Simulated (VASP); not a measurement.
A run of VASP 6.6.1:

File INCAR:

```
SYSTEM = SiNi
  ALGO = Normal
  EDIFF = 1E-7
  ENCUT = 520
  GGA = RP
  ISIF = 2
  ISMEAR = -1
  ISPIN = 2
  LASPH = .True.
  LCHARG = .False.
  LMAXMIX = 4
  LORBIT = 11
  LREAL = .False.
  LWAVE = .False.
  MAGMOM = 1 1 0 0
  NBANDS = 26
  NELM = 150
  PREC = Accurate
  SIGMA = 0.05
```

The input KPOINTS:

```
k-points
0
Gamma
  9 8 6
  0 0 0
```

Contents of POSCAR:

```
SiNi
1.0
    3.0193689057      0.0000000000      0.0000000000
    0.0000000000      3.3405440689      0.0000000000
    0.0000000000      0.0000000000      4.7371486190
Ni Si
2 2
Direct
    0.5000000000      0.5000000000      0.3418759997
    0.0000000000      0.0000000000      0.6581240003
    0.5000000000      0.5000000000      0.8433741822
    0.0000000000      0.0000000000      0.1566258178
```

Potentials or basis: VASP PAW PBE potentials, release 64 (Ni, Si).

Command:

```bash
$ cat potpaw_PBE.64/Ni/POTCAR potpaw_PBE.64/Si/POTCAR > POTCAR
$ mpirun -np 1 vasp_std > vasp.out
```

Hardware: 1 thread of Intel(R) Xeon(R) Platinum 8259CL CPU @ 2.50GHz (Skylake/Cascade Lake) (shared host).

Task: How long does it take, and how much memory?

Result: Run time: 5.7 min on 1 thread of Intel(R) Xeon(R) Platinum 8259CL CPU @ 2.50GHz (Skylake/Cascade Lake) (shared host), peak memory 0.29 GiB. Counts: scf iterations 16, k points 100.
